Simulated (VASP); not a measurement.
# Mg3BeS (R3) in VASP: further runs

The runs below take Mg3BeS through relaxation of cell and atoms, single point, with PBE.

All numbers are computed with VASP 6.6.1; they aren't measurements. Logs are shortened: lines on timing, memory, paths and dates and some standing lists are left out, and cuts for length are marked.

### Step 1. The cell of the first run

Symmetry: R3, No. 146, trigonal system. The conventional cell has a = 6.265 Å, b = 6.265 Å, c = 9.755 Å, α = 90.00°, β = 90.00°, γ = 120.00°. Within 3.4 Å of Mg (site symmetry 1) lie 2 S at 2.54 to 2.88 Å and 2 Be at 2.55 to 2.60 Å and 4 Mg at 3.28 to 3.29 Å. Be (site symmetry 3) has 6 Mg at 2.55 to 2.60 Å within 3.4 Å. Within 3.4 Å of S (site symmetry 3) lie 6 Mg at 2.54 to 2.88 Å.

The cell was built from a structure type or drawn by symmetry, and may not be a known phase.

### Step 2. Relaxation of cell and atoms, PBE

Contents of INCAR:

```
SYSTEM = Mg3BeS
PREC = Accurate ; ENCUT = 600
EDIFF = 1E-6 ; ISMEAR = 0
SIGMA = 0.1 ; LREAL = .FALSE.
LASPH = .TRUE. ; NELM = 100
ALGO = Normal ; ISIF = 3
LWAVE = .FALSE. ; LCHARG = .FALSE.
GGA = PE ; IBRION = 2
NSW = 90 ; EDIFFG = -0.04
```

Contents of KPOINTS:

```
regular mesh
0
G
  6 6 6
  0 0 0
```

Contents of POSCAR:

```
Mg3BeS
1.0
    3.1323060570      1.8084377452      3.2516670878
   -3.1323060570      1.8084377452      3.2516670878
    0.0000000000     -3.6168754904      3.2516670878
Mg Be S
3 1 1
Direct
    0.4954357292      0.7625613326      0.0996143505
    0.0996143505      0.4954357292      0.7625613326
    0.7625613326      0.0996143505      0.4954357292
    0.6031133125      0.6031133125      0.6031133125
    0.0081752652      0.0081752652      0.0081752652
```

Potentials or basis: VASP PAW PBE potentials, release 64 (Mg, Be, S).

The run is started by

```bash
$ cat potpaw_PBE.64/Mg/POTCAR potpaw_PBE.64/Be/POTCAR potpaw_PBE.64/S/POTCAR > POTCAR
$ mpirun -np 1 vasp_std > vasp.out
```

OUTCAR:

```text
SYSTEM = Mg3BeS
   PREC = Accurate
   ENCUT = 600
   EDIFF = 1E-6
   ISMEAR = 0
   LREAL = .FALSE.
   LASPH = .TRUE.
   NELM = 100
   ISIF = 3
   GGA = PE
   IBRION = 2
   NSW = 90
   EDIFFG = -0.04

 ion  position               nearest neighbor table
   1  0.495  0.763  0.100-   5 2.54   4 2.55   4 2.60   5 2.88   2 3.28   3 3.28   2 3.29   3 3.29
                             3 3.62   2 3.62
   2  0.100  0.495  0.763-   5 2.54   4 2.55   4 2.60   5 2.88   1 3.28   3 3.28   3 3.29   1 3.29
                             3 3.62   1 3.62
   3  0.763  0.100  0.495-   5 2.54   4 2.55   4 2.60   5 2.88   1 3.28   2 3.28   2 3.29   1 3.29
                             2 3.62   1 3.62
   4  0.603  0.603  0.603-   3 2.55   2 2.55   1 2.55   2 2.60   3 2.60   1 2.60
   5  0.008  0.008  0.008-   1 2.54   2 2.54   3 2.54   2 2.88   3 2.88   1 2.88

  LATTYP: Found a trigonal (rhomboedric) cell.
 ALAT       =     4.8636536845
 COS(alpha) =     0.1704681047

  Lattice vectors:

 A1 = (   3.1323060570,   1.8084377452,   3.2516670878)
 A2 = (  -3.1323060570,   1.8084377452,   3.2516670878)
 A3 = (   0.0000000000,  -3.6168754904,   3.2516670878)

Analysis of symmetry for initial positions (statically):
=====================================================================
 Subroutine PRICEL returns:
 Original cell was already a primitive cell.

 Routine SETGRP: Setting up the symmetry group for a
 trigonal (rhombohedral) supercell.

 Subroutine GETGRP returns: Found  3 space group operations
 (whereof  3 operations were pure point group operations)
 out of a pool of 12 trial point group operations.

The static configuration has the point symmetry C_3 .

Analysis of symmetry for dynamics (positions and initial velocities):
=====================================================================
 Subroutine PRICEL returns:
 Original cell was already a primitive cell.

 Routine SETGRP: Setting up the symmetry group for a
 trigonal (rhombohedral) supercell.

 Subroutine GETGRP returns: Found  3 space group operations
 (whereof  3 operations were pure point group operations)
 out of a pool of 12 trial point group operations.

The dynamic configuration has the point symmetry C_3 .

 Subroutine INISYM returns: Found  3 space group operations
 (whereof  3 operations are pure point group operations),
 and found     1 'primitive' translations

----------------------------------------------------------------------------------------

                                     Primitive cell

  volume of cell :     110.5160

  direct lattice vectors                    reciprocal lattice vectors
     3.132306057  1.808437745  3.251667088     0.159626802  0.092160577  0.102511519
    -3.132306057  1.808437745  3.251667088    -0.159626802  0.092160577  0.102511519
     0.000000000 -3.616875490  3.251667088     0.000000000 -0.184321155  0.102511519

  length of vectors
     4.863653685  4.863653685  4.863653685     0.210909695  0.210909695  0.210909695

  position of ions in fractional coordinates (direct lattice)
     0.495435729  0.762561333  0.099614350
     0.099614350  0.495435729  0.762561333
     0.762561333  0.099614350  0.495435729
     0.603113312  0.603113312  0.603113312
     0.008175265  0.008175265  0.008175265

  ion indices of the primitive-cell ions
   primitive index   ion index
                 1           1
                 2           2
                 3           3
                 4           4
                 5           5

----------------------------------------------------------------------------------------

 KPOINTS: regular mesh

Automatic generation of k-mesh.
[... 85 lines left out ...]
     AMIX     =   0.40;   BMIX     =  1.00
     AMIX_MAG =   1.60;   BMIX_MAG =  1.00
  volume/ion in A,a.u.               =      22.10       149.16
  Fermi-wavevector in a.u.,A,eV,Ry     =   0.822197  1.553727  9.197643  0.676008
  Thomas-Fermi vector in A             =   1.933489
   LORBIT       =      0    0 simple, 1 ext, 2 COOP (PROOUT), +10 PAW based schemes
   GGA     = PE    functional components
   LHFCALC =     F    Hartree Fock is set to
   AEXX    =    0.0000 exact exchange contribution
   IVDW    =     0    specifies the selected vdW correction
   LEPSILON=     F    determine dielectric tensor
   LRPA    =     F    only Hartree local field effects (RPA)
 conjugate gradient relaxation of ions
 non-spin polarized calculation
 Gauss-broadening in eV      SIGMA  =   0.10
  energy-cutoff  :      600.00
  volume of cell :      110.52
 maximum number of plane-waves:      3718
   NGX = 19   NGY = 19   NGZ = 19

--------------------------------------- Ionic step        1  -------------------------------------------

 number of electron      14.0000001 magnetization

 Free energy of the ion-electron system (eV)
  ---------------------------------------------------
  ext. energy  EPLUGINS =         0.00000000
  ---------------------------------------------------
  free energy    TOTEN  =       -12.35274579 eV

  energy without entropy =      -12.33918147  energy(sigma->0) =      -12.34596363

------------------------ aborting loop because EDIFF is reached ----------------------------------------

  FORCE on cell =-STRESS in cart. coord.  units (eV):
  Direction    XX          YY          ZZ          XY          YZ          ZX
  --------------------------------------------------------------------------------------
  -------------------------------------------------------------------------------------
  Total       -0.1987576     -0.1987576     -0.1480401     -0.0000001      0.0000000     -0.0000000
  in kB       -2.8814375     -2.8814375     -2.1461734     -0.0000011      0.0000000     -0.0000000
  external PRESSURE =      -2.6363495 kB  Pullay stress =       0.0000000 kB

 VOLUME and BASIS-vectors are now :
 -----------------------------------------------------------------------------
  energy-cutoff  :      600.00
  volume of cell :      110.52
      direct lattice vectors                 reciprocal lattice vectors
     3.132306057  1.808437745  3.251667088     0.159626802  0.092160577  0.102511519
    -3.132306057  1.808437745  3.251667088    -0.159626802  0.092160577  0.102511519
     0.000000000 -3.616875490  3.251667088     0.000000000 -0.184321155  0.102511519

 POSITION                                       TOTAL-FORCE (eV/Angst)
 -----------------------------------------------------------------------------------
     -0.83672      1.91472      4.41450         0.009183      0.004335     -0.024762
     -1.23983     -1.68198      4.41450        -0.008345      0.005786     -0.024762
      2.07655     -0.23274      4.41450        -0.000838     -0.010120     -0.024762
      0.00000      0.00000      5.88337         0.000000      0.000000      0.042189
      0.00000      0.00000      0.07975         0.000000      0.000000      0.032097
 -----------------------------------------------------------------------------------
    total drift:                               -0.000000     -0.000000     -0.000159

  FREE ENERGIE OF THE ION-ELECTRON SYSTEM (eV)
  ---------------------------------------------------
  free  energy   TOTEN  =       -12.3527457909 eV

  energy  without entropy=      -12.3391814670  energy(sigma->0) =      -12.34596363

--------------------------------------- Ionic step        2  -------------------------------------------

 number of electron      14.0000001 magnetization

 Free energy of the ion-electron system (eV)
  ---------------------------------------------------
  ext. energy  EPLUGINS =         0.00000000
  ---------------------------------------------------
  free energy    TOTEN  =       -12.35351696 eV

  energy without entropy =      -12.33994008  energy(sigma->0) =      -12.34672852

 E-fermi :   2.5435     XC(G=0):  -8.3494

 val. band max:        2.5336423902   @ k =   0.5000   0.1667   0.0000
 cond. band min:       2.5482050562   @ k =  -0.3333   0.1667   0.1667
 fundamental gap:      0.0145626660
 Fermi energy:         2.5434661658

 k-point     1 :       0.0000    0.0000    0.0000
  band No.  band energies     occupation
      1     -10.5576      2.00000
      2      -2.4439      2.00000
      3      -1.3105      2.00000
      4      -1.3105      2.00000
      5      -0.9531      2.00000
      6       2.6719      0.06933
      7       2.6719      0.06933
      8       2.8627      0.00001
      9       4.4212      0.00000
     10       4.4212      0.00000
     11       5.2211      0.00000
[... 309 lines left out ...]
 k-point    24 :       0.5000    0.3333    0.1667
  band No.  band energies     occupation
      1     -10.4031      2.00000
      2      -2.7528      2.00000
      3      -2.0043      2.00000
      4      -1.2840      2.00000
      5      -0.3980      2.00000
      6       1.2377      2.00000
      7       2.0930      2.00000
      8       2.4379      1.86472
      9       4.3938      0.00000
     10       5.5816      0.00000
     11       5.9180      0.00000

 [... further k-points ...]

------------------------ aborting loop because EDIFF is reached ----------------------------------------

  FORCE on cell =-STRESS in cart. coord.  units (eV):
  Direction    XX          YY          ZZ          XY          YZ          ZX
  --------------------------------------------------------------------------------------
  -------------------------------------------------------------------------------------
  Total       -0.0547439     -0.0547439      0.0053828     -0.0000001     -0.0000000     -0.0000000
  in kB       -0.7978283     -0.7978283      0.0784475     -0.0000011     -0.0000000     -0.0000000
  external PRESSURE =      -0.5057364 kB  Pullay stress =       0.0000000 kB

 VOLUME and BASIS-vectors are now :
 -----------------------------------------------------------------------------
  energy-cutoff  :      600.00
  volume of cell :      109.94
      direct lattice vectors                 reciprocal lattice vectors
     3.126299174  1.804969673  3.247022506     0.159933510  0.092337655  0.102658153
    -3.126299177  1.804969668  3.247022506    -0.159933510  0.092337655  0.102658153
     0.000000003 -3.609939341  3.247022506     0.000000000 -0.184675310  0.102658153

 POSITION                                       TOTAL-FORCE (eV/Angst)
 -----------------------------------------------------------------------------------
     -0.83467      1.91125      4.40700         0.015883     -0.004073     -0.013812
     -1.23786     -1.67847      4.40700        -0.004414      0.015791     -0.013812
      2.07253     -0.23278      4.40700        -0.011468     -0.011718     -0.013812
      0.00000      0.00000      5.87700        -0.000000      0.000000      0.023767
      0.00000      0.00000      0.08118        -0.000000     -0.000000      0.017668
 -----------------------------------------------------------------------------------
    total drift:                               -0.000000     -0.000000     -0.000157

  FREE ENERGIE OF THE ION-ELECTRON SYSTEM (eV)
  ---------------------------------------------------
  free  energy   TOTEN  =       -12.3535169627 eV

  energy  without entropy=      -12.3399400824  energy(sigma->0) =      -12.34672852

 reached required accuracy - stopping structural energy minimisation
```

Run time: 95 s. Hardware: 1 thread of AMD EPYC 7R13, shared host; peak memory 0.26 GiB.

What came out:

- Free energy: -12.3535 eV
- Relaxed volume: 21.99 Å³/atom
- Relaxed cell: a = 4.855 Å, b = 4.855 Å, c = 4.855 Å, α = 80.16°, β = 80.16°, γ = 80.16°
- Space group after relaxing (to 0.1 Å): R3 (No. 146)
- Energy gained by relaxing: 0.2 meV/atom
- Ionic steps: 2
- Pressure after relaxing: -0.1 GPa
- Largest force after relaxing: 0.024 eV/Å
- Band gap on the k mesh: zero (bands 7 and 8 overlap by 1.59 eV)

Forces on the atoms (eV/Å):
```
Mg   0.016 -0.004 -0.014
Mg  -0.004  0.016 -0.014
Mg  -0.011 -0.012 -0.014
Be   0.000  0.000  0.024
S    0.000  0.000  0.018
```

Stress tensor (GPa, compression positive):
```
-0.08  0.00  0.00
 0.00 -0.08  0.00
 0.00  0.00  0.01
```

The path:
```tsv
step	energy change (eV)	largest force (eV/Å)	pressure (GPa)	volume (Å³)
1	0.0000	0.0422	-0.26	110.52
2	-0.0008	0.0238	-0.05	109.94
```

Final structure:
```
CELL_PARAMETERS angstrom
3.12630 1.80497 3.24702
-3.12630 1.80497 3.24702
0.00000 -3.60994 3.24702
ATOMIC_POSITIONS crystal
Mg 0.49540 0.76239 0.09945
Mg 0.09945 0.49540 0.76239
Mg 0.76239 0.09945 0.49540
Be 0.60332 0.60332 0.60332
S 0.00833 0.00833 0.00833
```

Levels at points of the mesh, in eV from the Fermi level:
```
           k point  band 3  band 4  band 5  band 6  band 7  band 8  band 9  band 10  band 11
(0.00, 0.00, 0.00)   -3.85   -3.85   -3.50    0.13    0.13    0.32    1.88     1.88     2.68
(0.50, 0.00, 0.00)   -3.71   -3.60   -2.58   -1.86    0.21    0.39    1.65     2.92     3.21
(0.50, 0.50, 0.00)   -4.75   -3.67   -3.43   -0.96    0.07    0.32    1.29     3.11     3.77
(0.50, 0.50, 0.50)   -4.30   -4.30   -3.21   -1.49   -1.31   -1.31    2.38     4.19     4.19
```

[end of part 1 of 2]
